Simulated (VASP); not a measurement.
H20SO12: single point with PBE+D3(BJ)

The system is H20SO12.

```
CELL_PARAMETERS angstrom
7.86330 0.00000 0.00000
0.00000 7.86330 0.00000
0.00000 0.00000 7.86330
ATOMIC_POSITIONS crystal
O 0.97546 0.09827 0.15542
O 0.28265 0.69944 0.87472
O 0.84047 0.04492 0.48556
O 0.29502 0.98052 0.07763
O 0.64811 0.25529 0.67982
O 0.56865 0.65988 0.64252
O 0.58421 0.08813 0.98630
O 0.37852 0.72425 0.38016
O 0.55117 0.56872 0.08505
O 0.29516 0.17096 0.65443
O 0.97554 0.71041 0.64959
O 0.03575 0.44827 0.81552
H 0.94767 0.21136 0.12354
H 0.08828 0.06987 0.12187
H 0.28413 0.82327 0.91478
H 0.38083 0.64679 0.95117
H 0.84368 0.06554 0.36111
H 0.96573 0.03858 0.50873
H 0.39740 0.05964 0.04727
H 0.33377 0.93302 0.19422
H 0.66656 0.37249 0.64730
H 0.71736 0.19014 0.59357
H 0.64770 0.73113 0.57880
H 0.51656 0.72064 0.73294
H 0.69679 0.05902 0.03412
H 0.62160 0.14336 0.88089
H 0.26324 0.69387 0.39088
H 0.42398 0.68277 0.49166
H 0.52786 0.59401 0.20433
H 0.51074 0.45079 0.06744
H 0.24431 0.26606 0.71174
H 0.41577 0.18504 0.62120
S 0.99110 0.62673 0.81140
```

```json
{"Program": "VASP 6.6.1", "Task": "single point", "Functional": "PBE", "Dispersion": "D3(BJ)", "Potentials or basis": "VASP PAW PBE potentials, release 64 (O, H, S)", "Cutoff": "520 eV", "k mesh": "1 × 1 × 1", "Occupations": "fermi-dirac, width 0.02 eV", "Spin": "no spin polarisation"}
```

```yaml
Pressure: -0.6 GPa
Largest_force: 2.565 eV/Å
Band_gap_on_the_k_mesh: 3.14 eV
Dispersion_energy_per_atom: -0.028 eV
```

Forces in eV/Å, atoms in the order of the input:
```
O   -2.308 -0.605  0.942
O    2.000  0.565  1.084
O    1.019  0.093 -0.437
O    1.263  0.420  1.926
O    0.276 -0.593 -0.708
O    0.849 -1.270 -1.298
O    1.633  0.197  0.141
O    1.322  0.082 -0.125
O   -0.284 -0.856 -0.688
O    0.037 -1.398 -0.737
O    0.098  0.176 -0.920
O   -0.071 -0.599 -0.253
H    0.210  1.074 -0.480
H    1.851 -0.326 -0.639
H   -0.082 -1.012  0.069
H   -1.683  0.718 -0.795
H    0.161 -0.161  0.306
H   -1.142  0.056  0.148
H   -1.047 -1.266  0.143
H   -0.685  0.475 -1.855
H   -0.173  0.565  0.256
H    0.052 -0.120  0.553
H    0.085  0.295  0.514
H   -0.582  0.907  0.998
H   -0.591 -0.162  0.272
H   -0.449  0.489 -0.670
H   -1.892 -0.347 -0.177
H    0.375  0.313 -0.162
H   -0.466  0.258  0.245
H    0.431  0.538  0.237
H    0.322  0.720  0.101
H   -0.652  0.736  0.740
S    0.124  0.038  1.270
```

Stress tensor (GPa, compression positive):
```
-1.08  0.31 -0.50
 0.31 -0.23  0.37
-0.50  0.37 -0.57
```

Levels at points of the mesh, in eV from the valence-band top:
| k point | band 46 | band 47 | band 48 | band 49 | band 50 | band 51 | band 52 | band 53 |
| --- | --- | --- | --- | --- | --- | --- | --- | --- |
| (0.00, 0.00, 0.00) | -0.80 | -0.65 | -0.54 | 0.00 | 3.14 | 4.25 | 6.38 | 6.57 |

It took 39 s on 1 thread of AMD EPYC 9R45 96-Core Processor (Zen 5) (shared host), peak memory 0.41 GiB.

Caveat: the k points lie up to 0.80 Å⁻¹ apart; the atoms stand as in a frame of molecular dynamics.
